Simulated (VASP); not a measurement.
# NbTe6Mo2 (P-3m1) in VASP: a series of runs, part 2 of 2

VASP 6.6.1. The steps go on from the part before.

## (3) Single point, PBE

This run uses another cell than the first one, of 28.84 Å³/atom.

The input, INCAR:

```
SYSTEM = NbTe6Mo2
ALGO = Normal
EDIFF = 1E-7
ENCUT = 520
GGA = PE
ISIF = 2
ISMEAR = 0
LASPH = .True.
LCHARG = .False.
LREAL = .False.
LWAVE = .False.
NBANDS = 48
NELM = 100
PREC = Accurate
SIGMA = 0.1
```

The input, KPOINTS:

```
k-points
0
Gamma
  6 6 1
  0 0 0
```

The input, POSCAR:

```
NbTe6Mo2
1.0
    3.7324656700      0.0000000000      0.0000000000
   -1.8662328300      3.2324100900      0.0000000000
    0.0000000000      0.0000000000     21.5139767400
Nb Te Mo
1 6 2
Direct
    0.0000000000      0.0000000000      0.0000000000
    0.6666666700      0.3333333300      0.2485440800
    0.6666666700      0.3333333300      0.5818774100
    0.6666666700      0.3333333300      0.9152107400
    0.3333333300      0.6666666700      0.0847892600
    0.3333333300      0.6666666700      0.4181225900
    0.3333333300      0.6666666700      0.7514559200
    0.0000000000      0.0000000000      0.3333333300
    0.0000000000      0.0000000000      0.6666666700
```

Potentials or basis: VASP PAW PBE potentials, release 64 (Nb_sv, Te, Mo_sv).

Run with:

```console
> cat potpaw_PBE.64/Nb_sv/POTCAR potpaw_PBE.64/Te/POTCAR potpaw_PBE.64/Mo_sv/POTCAR > POTCAR
> mpirun -np 1 vasp_std > vasp.out
```

Wall time 96 s (1 thread of Intel Xeon 6975P-C (Granite Rapids), shared host); peak memory 0.38 GiB.

Results (log left out):

- Free energy: -52.3983 eV
- Pressure: -4.4 GPa
- Largest force: 0.677 eV/Å
- Band gap on the k mesh: zero (an odd number of electrons rules out a gap without spin polarisation)

Forces on the atoms (eV/Å):
```
Nb   0.000  0.000  0.000
Te   0.000  0.000  0.637
Te   0.000  0.000  0.677
Te   0.000  0.000  0.040
Te   0.000  0.000 -0.040
Te   0.000  0.000 -0.677
Te   0.000  0.000 -0.637
Mo   0.000  0.000  0.012
Mo   0.000  0.000 -0.012
```

Stress tensor (GPa, compression positive):
```
-5.12  0.00  0.00
 0.00 -5.12  0.00
 0.00  0.00 -2.95
```

Levels at points of the mesh, in eV from the Fermi level:
| k point | band 36 | band 37 | band 38 | band 39 | band 40 | band 41 | band 42 | band 43 |
| --- | --- | --- | --- | --- | --- | --- | --- | --- |
| (0.00, 0.00, 0.00) | -0.40 | -0.05 | -0.05 | 0.13 | 0.59 | 0.59 | 0.64 | 0.64 |
| (0.50, 0.00, 0.00) | -1.12 | -0.95 | -0.93 | -0.82 | 0.22 | 0.22 | 0.72 | 0.73 |

Caveat: the cell stands under tension; spin-orbit coupling is left out, which moves the levels of the heavy elements; this functional lacks dispersion, which binds layers or chains, so the pressure and a relaxed spacing across them are unreliable.

## (4) Relaxation of cell and atoms, PBE

This run uses another cell than the first one, of 28.84 Å³/atom.

The input, INCAR:

```
PREC = Accurate ; ENCUT = 600
EDIFF = 1E-6 ; ISMEAR = 0
SIGMA = 0.1 ; LREAL = False
LASPH = True ; NELM = 80
ALGO = Normal ; ISIF = 3
LWAVE = False ; LCHARG = False
GGA = PE ; IBRION = 2
NSW = 90 ; EDIFFG = -0.04
```

The input, KPOINTS:

```
Automatic mesh
0
Gamma
  6 6 1
```

POSCAR is that of step 3.

Run with:

```console
> cat potpaw_PBE.64/Nb_sv/POTCAR potpaw_PBE.64/Te/POTCAR potpaw_PBE.64/Mo_sv/POTCAR > POTCAR
> mpirun -np 1 vasp_std > vasp.out
```

It took 23 min on 1 thread of Intel Xeon 6975P-C (Granite Rapids), shared host; peak memory 0.49 GiB.

It converged, with:

```
Free energy                           : -52.7900 eV
Relaxed volume                        : 27.97 Å³/atom
Relaxed cell                          : a = 3.565 Å, b = 3.565 Å, c = 22.874 Å, α = 90.00°, β = 90.00°, γ = 120.00°
Space group after relaxing (to 0.1 Å) : P-3m1 (No. 164)
Energy gained by relaxing             : 43.6 meV/atom
Ionic steps                           : 19
Pressure after relaxing               : -0.1 GPa
Largest force after relaxing          : 0.029 eV/Å
Band gap on the k mesh                : zero (an odd number of electrons rules out a gap without spin polarisation)
```

Forces in eV/Å, atoms in the order of the input:
```
Nb   0.000  0.000  0.000
Te   0.000  0.000  0.023
Te   0.000  0.000  0.029
Te   0.000  0.000  0.021
Te   0.000  0.000 -0.021
Te   0.000  0.000 -0.029
Te   0.000  0.000 -0.023
Mo   0.000  0.000 -0.001
Mo   0.000  0.000  0.001
```

The path:
```csv
step,energy change (eV),largest force (eV/Å),pressure (GPa),volume (Å³)
1,0.0000,0.6778,-4.41,259.56
2,0.0183,1.3798,6.34,230.83
3,-0.2513,0.6134,0.22,244.76
4,-0.3361,0.2440,0.14,242.82
5,-0.3592,0.2030,0.11,240.56
6,-0.3614,0.0873,0.09,241.13
7,-0.3614,0.1030,0.10,241.06
8,-0.3643,0.1030,0.03,241.63
9,-0.3715,0.1323,-0.09,243.33
10,-0.3790,0.2286,-0.32,246.74
11,-0.3808,0.2050,-0.24,246.79
12,-0.3847,0.1322,0.04,246.94
13,-0.3860,0.0905,0.61,247.23
14,-0.3865,0.0793,0.40,247.13
15,-0.3883,0.0435,0.35,247.92
16,-0.3905,0.1229,0.16,250.29
17,-0.3915,0.0855,-0.01,251.09
18,-0.3916,0.0728,-0.16,251.68
19,-0.3923,0.0291,-0.09,251.76
```

Final structure:
```
CELL_PARAMETERS angstrom
3.56493 0.00000 0.00000
-1.78246 3.08732 0.00000
0.00000 0.00000 22.87437
ATOMIC_POSITIONS crystal
Nb 0.00000 0.00000 0.00000
Te 0.66667 0.33333 0.25265
Te 0.66667 0.33333 0.58655
Te 0.66667 0.33333 0.91698
Te 0.33333 0.66667 0.08302
Te 0.33333 0.66667 0.41345
Te 0.33333 0.66667 0.74735
Mo 0.00000 0.00000 0.33311
Mo 0.00000 0.00000 0.66689
```

Levels at points of the mesh, in eV from the Fermi level:
| k point | band 36 | band 37 | band 38 | band 39 | band 40 | band 41 | band 42 | band 43 |
| --- | --- | --- | --- | --- | --- | --- | --- | --- |
| (0.00, 0.00, 0.00) | -0.89 | -0.35 | 0.16 | 0.16 | 1.08 | 1.08 | 1.10 | 1.10 |
| (0.50, 0.00, 0.00) | -1.22 | -0.88 | -0.82 | -0.46 | 0.44 | 0.44 | 0.86 | 0.91 |

Caveat: spin-orbit coupling is left out, which moves the levels of the heavy elements; this functional lacks dispersion, which binds layers or chains, so the pressure and a relaxed spacing across them are unreliable.

## (5) Single point, PBE

This run uses another cell than the first one, of 28.74 Å³/atom.

The input, INCAR:

```
ALGO     = Normal         # electronic algorithm
EDIFF    = 1E-6           # SCF threshold, eV
ENCUT    = 520            # plane-wave cutoff, eV
GGA      = PE             # functional
ISIF     = 2              # what is computed and relaxed
ISMEAR   = 0              # smearing method
LASPH    = T              # aspherical terms in the spheres
LCHARG   = T              # write CHGCAR
LELF     = T              # ELF
LREAL    = F              # projectors in reciprocal space
LVHAR    = T            
LWAVE    = F              # write WAVECAR
NBANDS   = 48             # bands
NELM     = 60             # most SCF steps
PREC     = Accurate       # precision mode
SIGMA    = 0.1            # smearing width, eV
```

The input, KPOINTS:

```
k-points
0
Gamma
  12 12 2
```

The input, POSCAR:

```
NbTe6Mo2
1.0
    3.5649199057      0.0000000000      0.0000000000
   -1.7824599529      3.0873112008      0.0000000000
    0.0000000000      0.0000000000     23.5056486644
Nb Te Mo
1 6 2
Direct
    0.0000000000      0.0000000000      0.0000000000
    0.6666666667      0.3333333333      0.2580697979
    0.6666666667      0.3333333333      0.5859305412
    0.6666666667      0.3333333333      0.9190754776
    0.3333333333      0.6666666667      0.0809245224
    0.3333333333      0.6666666667      0.4140694588
    0.3333333333      0.6666666667      0.7419302021
    0.0000000000      0.0000000000      0.3360840555
    0.0000000000      0.0000000000      0.6639159445
```

Run with:

```console
> cat potpaw_PBE.64/Nb_sv/POTCAR potpaw_PBE.64/Te/POTCAR potpaw_PBE.64/Mo_sv/POTCAR > POTCAR
> mpirun -np 1 vasp_std > vasp.out
```

It took 7.7 min on 1 thread of Intel Xeon 6975P-C (Granite Rapids), shared host; peak memory 0.65 GiB.

Results (log left out):

```
Free energy            : -52.7596 eV
Pressure               : 0.0 GPa
Largest force          : 0.014 eV/Å
Band gap on the k mesh : zero (an odd number of electrons rules out a gap without spin polarisation)
```

Forces on the atoms (eV/Å):
```
Nb   0.000  0.000  0.000
Te   0.000  0.000 -0.014
Te   0.000  0.000 -0.013
Te   0.000  0.000  0.006
Te   0.000  0.000 -0.006
Te   0.000  0.000  0.013
Te   0.000  0.000  0.014
Mo   0.000  0.000  0.000
Mo   0.000  0.000  0.000
```

Stress tensor (GPa, compression positive):
```
-0.06  0.00  0.00
 0.00 -0.06  0.00
 0.00  0.00  0.02
```

Levels at points of the mesh, in eV from the Fermi level:
```csv
k point,band 35,band 36,band 37,band 38,band 39,band 40,band 41,band 42,band 43,band 44
"(0.00, 0.00, 0.00)",-0.81,-0.81,-0.30,0.29,0.29,1.15,1.15,1.18,1.18,1.55
"(0.50, 0.00, 0.00)",-1.70,-1.10,-0.80,-0.75,-0.32,0.53,0.53,0.96,1.00,1.92
"(0.00, 0.00, 0.50)",-0.81,-0.81,-0.30,0.29,0.29,1.15,1.15,1.18,1.18,1.55
"(0.50, 0.00, 0.50)",-1.67,-1.10,-0.80,-0.75,-0.32,0.53,0.53,0.96,1.00,1.92
```

Caveat: spin-orbit coupling is left out, which moves the levels of the heavy elements; this functional lacks dispersion, which binds layers or chains, so the pressure and a relaxed spacing across them are unreliable.

## (6) The runs side by side

```csv
task,cell,k mesh,cutoff (eV),gap on the mesh (eV),pressure (GPa),largest force (eV/Å)
single point,"a = 3.575, b = 3.575, c = 22.648 Å, angles 90.0, 90.0, 120.0°, 9 atoms, atomic positions A",6 × 6 × 1,520,none,0.0,0.04
single point,"a = 3.732, b = 3.732, c = 21.514 Å, angles 90.0, 90.0, 120.0°, 9 atoms, atomic positions B",6 × 6 × 1,520,none,-4.4,0.68
relaxation of cell and atoms,"relaxed from a = 3.732, b = 3.732, c = 21.514 Å, angles 90.0, 90.0, 120.0°, 9 atoms, atomic positions B",6 × 6 × 1,600,none,-0.1,0.03
single point,"a = 3.565, b = 3.565, c = 23.506 Å, angles 90.0, 90.0, 120.0°, 9 atoms, atomic positions C",12 × 12 × 2,520,none,0.0,0.01
```

Alike in all rows: level PBE; potentials or basis VASP PAW PBE potentials, release 64 (Nb_sv, Te, Mo_sv); no spin polarisation; smearing gaussian 0.1 eV.

Caveats: spin-orbit coupling is left out, which moves the levels of the heavy elements; this functional lacks dispersion, which binds layers or chains, so the pressure and a relaxed spacing across them are unreliable; the cell stands under tension (at least some runs).

Total energies depend on the potentials used, so only differences within one code and one set of settings carry meaning.
